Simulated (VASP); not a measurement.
# ZnO (P6_3mc) in VASP: further runs

ZnO is run at these levels: PBEsol; tasks: relaxation of cell and atoms.

All numbers are computed with VASP 6.6.1; they aren't measurements. Logs are shortened: lines on timing, memory, paths and dates and some standing lists are left out, and cuts for length are marked.

### 1 The cell of the first run

The structure is hexagonal, space group P6_3mc (No. 186). Conventional cell: a = 3.230 Å, b = 3.230 Å, c = 5.214 Å, α = 90.00°, β = 90.00°, γ = 120.00°. Zn (site symmetry 3m) has 4 O at 1.97 to 1.98 Å within 2.6 Å. Within 2.6 Å of O (site symmetry 3m) lie 4 Zn at 1.97 to 1.98 Å.

### 2 Relaxation of cell and atoms, PBEsol, target pressure 10 GPa, at which the enthalpy is minimised

INCAR reads:

```
  PREC = Accurate
  ENCUT = 600
  EDIFF = 1E-7
  ISMEAR = 0
  SIGMA = 0.01
  LREAL = F
  LASPH = T
  NELM = 60
  ALGO = Normal
  ISIF = 3
  LWAVE = F
  LCHARG = F
  GGA = PS
  IBRION = 2
  NSW = 100
  EDIFFG = -0.002
  PSTRESS = 100.0
```

KPOINTS reads:

```
Automatic mesh
0
Gamma
  8 8 4
```

POSCAR reads:

```
ZnO
1.0
    3.2299990317      0.0000000000      0.0000000000
   -1.6149995159      2.7972612157      0.0000000000
    0.0000000000      0.0000000000      5.2143592997
Zn O
2 2
Direct
    0.3333333333      0.6666666667      0.5000410921
    0.6666666667      0.3333333333      0.0000410921
    0.6666666667      0.3333333333      0.3789689079
    0.3333333333      0.6666666667      0.8789689079
```

Potentials or basis: VASP PAW PBE potentials, release 64 (Zn, O).

Launch:

```console
> cat potpaw_PBE.64/Zn/POTCAR potpaw_PBE.64/O/POTCAR > POTCAR
> mpirun -np 1 vasp_std > vasp.out
```

OUTCAR:

```text
PREC = Accurate
   ENCUT = 600
   EDIFF = 1E-7
   ISMEAR = 0
   LREAL = F
   LASPH = T
   NELM = 60
   ISIF = 3
   GGA = PS
   IBRION = 2
   NSW = 100
   EDIFFG = -0.002
   PSTRESS = 100.0

 ion  position               nearest neighbor table
   1  0.333  0.667  0.500-   3 1.97   3 1.97   3 1.97   4 1.98
   2  0.667  0.333  0.000-   4 1.97   4 1.97   4 1.97   3 1.98
   3  0.667  0.333  0.379-   1 1.97   1 1.97   1 1.97   2 1.98
   4  0.333  0.667  0.879-   2 1.97   2 1.97   2 1.97   1 1.98

  LATTYP: Found a hexagonal cell.
 ALAT       =     3.2299990317
 C/A-ratio  =     1.6143532083

  Lattice vectors:

 A1 = (   3.2299990317,   0.0000000000,   0.0000000000)
 A2 = (  -1.6149995159,   2.7972612157,   0.0000000000)
 A3 = (   0.0000000000,   0.0000000000,   5.2143592997)

Analysis of symmetry for initial positions (statically):
=====================================================================
 Subroutine PRICEL returns:
 Original cell was already a primitive cell.

 Routine SETGRP: Setting up the symmetry group for a
 hexagonal supercell.

 Subroutine GETGRP returns: Found 12 space group operations
 (whereof  6 operations were pure point group operations)
 out of a pool of 24 trial point group operations.

The static configuration has the point symmetry C_3v.
 The point group associated with its full space group is C_6v.

Analysis of symmetry for dynamics (positions and initial velocities):
=====================================================================
 Subroutine PRICEL returns:
 Original cell was already a primitive cell.

 Routine SETGRP: Setting up the symmetry group for a
 hexagonal supercell.

 Subroutine GETGRP returns: Found 12 space group operations
 (whereof  6 operations were pure point group operations)
 out of a pool of 24 trial point group operations.

The dynamic configuration has the point symmetry C_3v.
 The point group associated with its full space group is C_6v.

 Subroutine INISYM returns: Found 12 space group operations
 (whereof  6 operations are pure point group operations),
 and found     1 'primitive' translations

----------------------------------------------------------------------------------------

                                     Primitive cell

  volume of cell :      47.1125

  direct lattice vectors                    reciprocal lattice vectors
     3.229999032  0.000000000  0.000000000     0.309597616  0.178746267  0.000000000
    -1.614999516  2.797261216  0.000000000     0.000000000  0.357492534  0.000000000
     0.000000000  0.000000000  5.214359300     0.000000000  0.000000000  0.191778115

  length of vectors
     3.229999032  3.229999032  5.214359300     0.357492534  0.357492534  0.191778115

  position of ions in fractional coordinates (direct lattice)
     0.333333333  0.666666667  0.500041092
     0.666666667  0.333333333  0.000041092
     0.666666667  0.333333333  0.378968908
     0.333333333  0.666666667  0.878968908

  ion indices of the primitive-cell ions
   primitive index   ion index
                 1           1
                 2           2
                 3           3
                 4           4

----------------------------------------------------------------------------------------

 KPOINTS: Automatic mesh

Automatic generation of k-mesh.
 Grid dimensions read from file:
 generate k-points for:    8    8    4

 Generating k-lattice:

  Cartesian coordinates                     Fractional coordinates (reciprocal lattice)
     0.038699702  0.022343283  0.000000000     0.125000000  0.000000000  0.000000000
     0.000000000  0.044686567  0.000000000     0.000000000  0.125000000  0.000000000
     0.000000000  0.000000000  0.047944529     0.000000000  0.000000000  0.250000000

  Length of vectors
     0.044686567  0.044686567  0.047944529

  Shift w.r.t. Gamma in fractional coordinates (k-lattice)
     0.000000000  0.000000000  0.000000000

 Subroutine IBZKPT returns following result:
 ===========================================

 Found     30 irreducible k-points:

 Following reciprocal coordinates:
            Coordinates               Weight
  0.000000  0.000000  0.000000      1.000000
  0.125000 -0.000000  0.000000      6.000000
  0.250000 -0.000000  0.000000      6.000000
  0.375000 -0.000000  0.000000      6.000000
  0.500000 -0.000000  0.000000      3.000000
  0.125000  0.125000  0.000000      6.000000
[... 16 lines left out ...]
  0.250000 -0.000000  0.500000      6.000000
  0.375000 -0.000000  0.500000      6.000000
 [... further k-points ...]
   k-points           NKPTS =     30   k-points in BZ     NKDIM =     30   number of bands    NBANDS=     22
   number of dos      NEDOS =    301   number of ions     NIONS =      4
   total plane-waves  NPLWV =  32928
   dimension x,y,z NGX =    28 NGY =   28 NGZ =   42
   dimension x,y,z NGXF=    56 NGYF=   56 NGZF=   84
   ions per type =               2   2
   NGX,Y,Z   is equivalent  to a cutoff of  14.41, 14.41, 13.39 a.u.
   NGXF,Y,Z  is equivalent  to a cutoff of  28.82, 28.82, 26.78 a.u.
 SYSTEM =  unknown system
   PREC   = accura    normal or accurate (medium, high low for compatibility)
   ISTART =      0    job   : 0-new  1-cont  2-samecut
   ICHARG =      2    charge: 1-file 2-atom 10-const
   ISPIN  =      1    spin polarized calculation?
   LNONCOLLINEAR =      F non collinear calculations
   LSORBIT =      F    spin-orbit coupling
   LASPH  =      T    aspherical Exc in radial PAW
   ENCUT  =  600.0 eV  44.10 Ry    6.64 a.u.   6.45  6.45 10.41*2*pi/ulx,y,z
   NELM   =     60;   NELMIN=  2; NELMDL= -5     # of ELM steps
   EDIFF  = 0.1E-06   stopping-criterion for ELM
   LREAL  =      F    real-space projection
   EDIFFG = -.2E-02   stopping-criterion for IOM
   NSW    =    100    number of steps for IOM
   IBRION =      2    ionic relax: 0-MD 1-quasi-New 2-CG
   NFREE  =      1    steps in history (QN), initial steepest desc. (CG)
   ISIF   =      3    stress and relaxation
   ISYM   =      2    0-nonsym 1-usesym 2-fastsym
   POTIM  = 0.5000    time-step for ionic-motion
   TEBEG  =    0.0;   TEEND  =   0.0 temperature during run
   PSTRESS=  100.0 pullay stress
   NELECT =      36.0000    total number of electrons
   NUPDOWN=      -1.0000    fix difference up-down
   EMIN   =  10.00;   EMAX   =-10.00  energy-range for DOS
   EFERMI =   0.00;   METHOD = LEGACY
   ISMEAR =     0;   SIGMA  =   0.01  broadening in eV -4-tet -1-fermi 0-gaus
   EFERMI_NEDOS =   21; number of points for ismear=-14 and -15
   IALGO  =     38    algorithm
   IMIX   =      4    mixing-type and parameters
     AMIX     =   0.40;   BMIX     =  1.00
     AMIX_MAG =   1.60;   BMIX_MAG =  1.00
  volume/ion in A,a.u.               =      11.78        79.48
  Fermi-wavevector in a.u.,A,eV,Ry     =   1.496684  2.828323 30.477920  2.240064
  Thomas-Fermi vector in A             =   2.608669
   LORBIT       =      0    0 simple, 1 ext, 2 COOP (PROOUT), +10 PAW based schemes
   GGA     = PS    functional components
   LHFCALC =     F    Hartree Fock is set to
   AEXX    =    0.0000 exact exchange contribution
   IVDW    =     0    specifies the selected vdW correction
   LEPSILON=     F    determine dielectric tensor
   LRPA    =     F    only Hartree local field effects (RPA)
 conjugate gradient relaxation of ions
 non-spin polarized calculation
 Gauss-broadening in eV      SIGMA  =   0.01
  energy-cutoff  :      600.00
  volume of cell :       47.11
 maximum number of plane-waves:      1592
 NGX is ok and might be reduce to    28
   NGX = 13   NGY = 13   NGZ = 21

--------------------------------------- Ionic step        1  -------------------------------------------

 number of electron      36.0000008 magnetization

 Free energy of the ion-electron system (eV)
  ---------------------------------------------------
  ext. energy  EPLUGINS =         0.00000000
  ---------------------------------------------------
  free energy    TOTEN  =       -19.41358567 eV

  energy without entropy =      -19.41358567  energy(sigma->0) =      -19.41358567

------------------------ aborting loop because EDIFF is reached ----------------------------------------

  FORCE on cell =-STRESS in cart. coord.  units (eV):
  Direction    XX          YY          ZZ          XY          YZ          ZX
  --------------------------------------------------------------------------------------
  -------------------------------------------------------------------------------------
  Total        0.2507413      0.2507413      0.2510010     -0.0000000      0.0000000      0.0000000
  in kB        8.5270764      8.5270764      8.5359063     -0.0000000      0.0000000      0.0000000
  external PRESSURE =     -91.4699803 kB  Pullay stress =     100.0000000 kB
[... 225 lines left out ...]
  enthalpy is  TOTEN    =       -16.5485270683 eV   P V=        2.7838232440

--------------------------------------- Ionic step        7  -------------------------------------------

 number of electron      35.9999992 magnetization

 Free energy of the ion-electron system (eV)
  ---------------------------------------------------
  ext. energy  EPLUGINS =         0.00000000
  ---------------------------------------------------
  free energy    TOTEN  =       -19.33180437 eV

  energy without entropy =      -19.33180437  energy(sigma->0) =      -19.33180437

 E-fermi :   1.7430     XC(G=0): -11.5405

 val. band max:        1.6720380170   @ k =   0.0000   0.0000   0.0000
 cond. band min:       2.4407070189   @ k =   0.0000   0.0000   0.0000
 fundamental gap:      0.7686690020
 Fermi energy:         1.7429594198

 k-point     1 :       0.0000    0.0000    0.0000
  band No.  band energies     occupation
      1     -16.9342      2.00000
      2     -16.0879      2.00000
      3      -4.5965      2.00000
      4      -4.3990      2.00000
      5      -4.3990      2.00000
      6      -4.3497      2.00000
[... 574 lines left out ...]
      6      -3.9370      2.00000
[... 14 lines left out ...]
     21      10.6126      0.00000
     22      10.6126      0.00000

 [... further k-points ...]

------------------------ aborting loop because EDIFF is reached ----------------------------------------

  FORCE on cell =-STRESS in cart. coord.  units (eV):
  Direction    XX          YY          ZZ          XY          YZ          ZX
  --------------------------------------------------------------------------------------
  -------------------------------------------------------------------------------------
  Total        2.7862000      2.7862000      2.7870560     -0.0000000      0.0000000      0.0000000
  in kB      100.1049757    100.1049757    100.1357318     -0.0000000      0.0000000      0.0000000
  external PRESSURE =       0.1152278 kB  Pullay stress =     100.0000000 kB
[... 19 lines left out ...]
  FREE ENERGIE OF THE ION-ELECTRON SYSTEM (eV)
  ---------------------------------------------------
  free  energy   TOTEN  =       -19.3318043657 eV

  energy  without entropy=      -19.3318043657  energy(sigma->0) =      -19.33180437

  enthalpy is  TOTEN    =       -16.5485261244 eV   P V=        2.7832782412

 reached required accuracy - stopping structural energy minimisation
```

Wall time 1.8 min (1 thread of Intel Xeon Platinum 8559C (Emerald Rapids), shared host); peak memory 0.2 GiB.

Results:

| Quantity | Value |
| --- | --- |
| Free energy | -19.3318 eV |
| Relaxed volume | 11.15 Å³/atom |
| Relaxed cell | a = 3.171 Å, b = 3.171 Å, c = 5.119 Å, α = 90.00°, β = 90.00°, γ = 120.00° |
| Space group after relaxing (to 0.1 Å) | P6_3mc (No. 186) |
| Energy change on relaxing (the run minimises the enthalpy) | +20.4 meV/atom |
| Ionic steps | 7 |
| Pressure after relaxing | 10.0 GPa |
| Band gap on the k mesh | 0.77 eV |

Step by step:
```csv
step,energy change (eV),largest force (eV/Å),pressure (GPa),volume (Å³)
1,0.0000,0.0006,0.85,47.11
2,0.2543,0.0081,19.11,42.67
3,0.0806,0.0042,9.97,44.61
4,0.0836,0.0043,10.14,44.56
5,0.0800,0.0005,9.94,44.62
6,0.0812,0.0011,9.95,44.60
7,0.0818,0.0018,10.01,44.59
```

Final structure:
```
Zn O
1.0
     3.17143    0.00000    0.00000
    -1.58571    2.74654    0.00000
     0.00000    0.00000    5.11949
Zn O
2 2
Cartesian
  0.0000 1.8310 2.5601
  1.5857 0.9155 0.0003
  1.5857 0.9155 1.9400
  0.0000 1.8310 4.4998
```

Caveat: the cell is relaxed towards a set pressure, so the run minimises the enthalpy, not the energy; semilocal functionals underestimate gaps, and a narrow one can read as zero; the PAW data sets were made with another functional, which shifts forces and pressure a little.

(Continued in part 2 of 2.)
